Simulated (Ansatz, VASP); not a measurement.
Fe in VASP and in Ansatz

INCAR

```
  PREC = Accurate
  ENCUT = 600
  EDIFF = 1E-7
  ISMEAR = 0
  SIGMA = 0.1
  LREAL = F
  LASPH = T
  NELM = 150
  ALGO = Normal
  ISIF = 3
  LWAVE = F
  LCHARG = F
  ISPIN = 2
  MAGMOM = 2.52
  LORBIT = 11
  LMAXMIX = 4
  GGA = PS
  IBRION = 2
  NSW = 90
  EDIFFG = -0.04
```

KPOINTS

```
Automatic mesh
0
Gamma
  8 8 8
```

Contents of POSCAR:

```
Fe
1.0
    0.0000000000      1.9417396906      1.9651051623
    1.4984397099      0.0000000000      1.9651051623
    1.4984397099      1.9417396906      0.0000000000
Fe
1
Direct
    0.0000000000      0.0000000000      0.0000000000
```

Input for Ansatz:

```yaml
crystal:
  lattice:
    - [0.0, 1.9417396906, 1.9651051623]
    - [1.4984397099, 0.0, 1.9651051623]
    - [1.4984397099, 1.9417396906, 0.0]
  atoms:
    - { symbol: Fe, position: [0.0, 0.0, 0.0], spin: 2.52 }
basis:
  ecutwfc: 420
kpoints:
  mp_grid: { grid: [8, 8, 8] }
hamiltonian:
  xc: pbesol
scf:
  occupations: { method: gaussian, width: 0.1 }
  lower_state_search: "off"
output:
  forces: true
  stress: true
  eigenvalues: true
  populations: true
magnetization:
  spin_polarized: true
relax:
  adjacent_minimum: "off"
  f_tol: 0.04
  max_steps: 70
  cell: { stress_tol: 0.4 }
```

Alike in both runs: task relaxation of cell and atoms; functional PBEsol; k mesh 8 × 8 × 8; occupations gaussian, width 0.1 eV; collinear spin.

```csv
,VASP,Ansatz
version,VASP 6.6.1,Ansatz 0.2.0
potentials or method,"VASP PAW PBE potentials, release 64 (Fe), cutoff 600 eV","scalar-relativistic, plane waves, PAW"
valence electrons in the cell,8,16
```

|  | VASP | Ansatz | Ansatz less VASP |
| --- | --- | --- | --- |
| gap on the k mesh at the Fermi level, each at its own relaxed structure (eV) | none | none | - |
| net moment per atom (μB) | 2.00 | 2.00 | 0.000 |
| size of the moment on the site where the two differ most (μB) | 1.98 | 2.03 | +0.049 |
| relaxed volume (Å³/atom) | 10.74 | 10.75 | +0.003 |
| relaxed cell length with the largest relative difference (Å) | 2.405 | 2.408 | +0.0025 |

VASP's potentials were made for PBE, not for PBEsol. Site moments also hang on the region over which each program counts them. A gap of «none» marks a metal or a gap that the smearing closes. VASP's potentials hold 8 valence electrons a cell and Ansatz's 16, so a difference there can come from the potentials and not from the codes.

The k mesh is coarse, so the values compare programs but aren't converged.
